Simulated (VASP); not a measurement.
A run of VASP 6.6.1 is set up as follows.

INCAR

```
ALGO     = Normal         # electronic algorithm
EDIFF    = 1E-6           # SCF threshold, eV
ENCUT    = 500            # plane-wave cutoff, eV
GGA      = PE             # functional
GGA_COMPAT= False        
ISIF     = 2              # what is computed and relaxed
ISMEAR   = 0              # smearing method
ISPIN    = 2              # spin polarisation
LASPH    = True           # aspherical terms in the spheres
LCHARG   = False          # write CHGCAR
LMAXMIX  = 4              # l up to which the mixer works
LORBIT   = 11             # projections on sites
LREAL    = False          # projectors in reciprocal space
LWAVE    = False          # write WAVECAR
MAGMOM   = 0.375 0.375    # initial moments
NBANDS   = 26             # bands
NELM     = 200            # most SCF steps
NUPDOWN  = 0.75           # fixed moment
PREC     = Accurate       # precision mode
SIGMA    = 0.15           # smearing width, eV
```

File KPOINTS:

```
k-points
0
Gamma
  21 21 12
```

File POSCAR:

```
Rh
1.0
    2.8794130266      0.0000000000      0.0000000000
   -1.4397065133      2.4936448290      0.0000000000
    0.0000000000      0.0000000000      4.6338326521
Rh
2
Direct
    0.6666666667      0.3333333333      0.7500000000
    0.3333333333      0.6666666667      0.2500000000
```

Potentials or basis: VASP PAW PBE potentials, release 64 (Rh_pv).

Run with:

```console
$ cat potpaw_PBE.64/Rh_pv/POTCAR > POTCAR
$ mpirun -np 1 vasp_std > vasp.out
```

Q: What does it give for the pressure?

A: -26.5 GPa.

Stress tensor (GPa, compression positive):
```
-26.26   0.00   0.00
  0.00 -26.26   0.00
  0.00   0.00 -27.03
```

Caveat: the cell stands under tension; the total moment is fixed, so each spin has its own Fermi level and the state may be an excited one.
